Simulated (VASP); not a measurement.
Wanted: the native input for a VASP 6.6.1 run.

- Task: single point
- Functional: r2SCAN
- Potentials or basis: VASP PAW PBE potentials, release 64 (Hg, Te)
- Cutoff: 520 eV
- k mesh: 8 × 8 × 8
- Occupations: fermi-dirac, width 0.1 eV
- Spin: no spin polarisation
- Dipole correction: no
- Further INCAR settings: ALGO = Normal; EDIFF = 1e-06; NBANDS = 16

Crystal: HgTe.

```
Hg Te
1.0
    -3.06577    3.06577    1.56974
     3.06577   -3.06577    1.56974
     3.06577    3.06577   -1.56974
Hg Te
1 1
Direct
  0.25000 0.75000 0.50000
  0.00000 0.00000 0.00000
```

These files were run (other wordings do the same):

POSCAR

```
HgTe
1.0
   -3.0657731441      3.0657731441      1.5697375195
    3.0657731441     -3.0657731441      1.5697375195
    3.0657731441      3.0657731441     -1.5697375195
Hg Te
1 1
Direct
    0.2500000000      0.7500000000      0.5000000000
    0.0000000000      0.0000000000      0.0000000000
```

INCAR.step1

```
SYSTEM = HgTe
PREC     = Accurate       ! precision mode
ENCUT    = 520            ! plane-wave cutoff, eV
ISMEAR   = -1             ! smearing method
SIGMA    = 0.1            ! smearing width, eV
LREAL    = .False.        ! projectors in reciprocal space
LASPH    = .True.         ! aspherical terms in the spheres
NELM     = 80             ! most SCF steps
NBANDS   = 16             ! bands
GGA      = PE             ! functional
ALGO     = Normal         ! electronic algorithm
EDIFF    = 1E-4           ! SCF threshold, eV
LWAVE    = .True.         ! write WAVECAR
LCHARG   = .False.        ! write CHGCAR
```

INCAR.step2

```
SYSTEM = HgTe
PREC     = Accurate       ! precision mode
ENCUT    = 520            ! plane-wave cutoff, eV
EDIFF    = 1E-6           ! SCF threshold, eV
ISMEAR   = -1             ! smearing method
SIGMA    = 0.1            ! smearing width, eV
LREAL    = .False.        ! projectors in reciprocal space
LASPH    = .True.         ! aspherical terms in the spheres
NELM     = 80             ! most SCF steps
ALGO     = Normal         ! electronic algorithm
ISIF     = 2              ! what is computed and relaxed
LWAVE    = .False.        ! write WAVECAR
LCHARG   = .True.         ! write CHGCAR
METAGGA  = R2SCAN         ! meta-GGA
LMIXTAU  = .True.       
LELF     = .True.         ! ELF
LVHAR    = .True.       
NBANDS   = 16             ! bands
ISTART   = 1
```

KPOINTS

```
Automatic mesh
0
Gamma
  8 8 8
  0 0 0
```

Potentials or basis: VASP PAW PBE potentials, release 64 (Hg, Te).

The run is started by

```console
$ cat potpaw_PBE.64/Hg/POTCAR potpaw_PBE.64/Te/POTCAR > POTCAR
$ cp INCAR.step1 INCAR
$ mpirun -np 1 vasp_std > vasp.out
$ cp INCAR.step2 INCAR
$ mpirun -np 1 vasp_std > vasp.out
```

It gave:

| Item | Value |
| --- | --- |
| Pressure | -2.1 GPa |
| Band gap on the k mesh | zero (bands 9 and 10 overlap by 2.99 eV) |

Caveat: the PAW data sets were made with another functional, which shifts forces and pressure a little; spin-orbit coupling is left out, which moves the levels of the heavy elements.

Wall time 5.8 min on 1 thread of Intel Xeon 8259CL, with other jobs on the host, peak memory 0.25 GiB.
